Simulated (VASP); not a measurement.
**KTaO3: single point with LDA**

The system is KTaO3.

```
K Ta O
1.0
     3.95198    0.00000    0.00000
     0.00000    3.95198    0.00000
     0.00000    0.00000    3.95198
K Ta O
1 1 3
Direct
  0.00000 0.00000 0.00000
  0.50000 0.50000 0.50000
  0.50000 0.50000 0.00000
  0.50000 0.00000 0.50000
  0.00000 0.50000 0.50000
```

```yaml
Program: VASP 6.6.1
Task: single point
Functional: LDA
Potentials_or_basis: VASP PAW LDA potentials, release 64 (K_sv, Ta_pv, O)
Cutoff: 600 eV
k_mesh: 8 × 8 × 8
Occupations: gaussian, width 0.02 eV
Spin: no spin polarisation
Dipole_correction: no
Further_INCAR_settings: ALGO = Normal; EDIFF = 1e-06; NBANDS = 27
```

```
Pressure               : 1.2 GPa
Band gap on the k mesh : 2.08 eV (least direct gap 2.69 eV)
```

Levels at points of the mesh, in eV from the valence-band top:
| k point | band 16 | band 17 | band 18 | band 19 | band 20 | band 21 | band 22 | band 23 |
| --- | --- | --- | --- | --- | --- | --- | --- | --- |
| (0.00, 0.00, 0.00) | -1.12 | -0.61 | -0.61 | -0.61 | 2.08 | 2.08 | 2.08 | 6.60 |
| (0.50, 0.00, 0.00) | -2.25 | -1.64 | -0.85 | -0.85 | 2.25 | 5.12 | 5.12 | 7.13 |
| (0.50, 0.50, 0.00) | -1.59 | -1.48 | -1.48 | -0.04 | 5.16 | 5.16 | 6.48 | 8.01 |
| (0.50, 0.50, 0.50) | -4.04 | 0.00 | 0.00 | 0.00 | 6.65 | 6.65 | 6.65 | 8.80 |

It took 43 s on 1 thread of AMD EPYC 7R13 Processor (Zen 3), with other jobs on the host, peak memory 0.18 GiB.

Caveat: spin-orbit coupling is left out, which moves the levels of the heavy elements. A k mesh can miss the band edges.
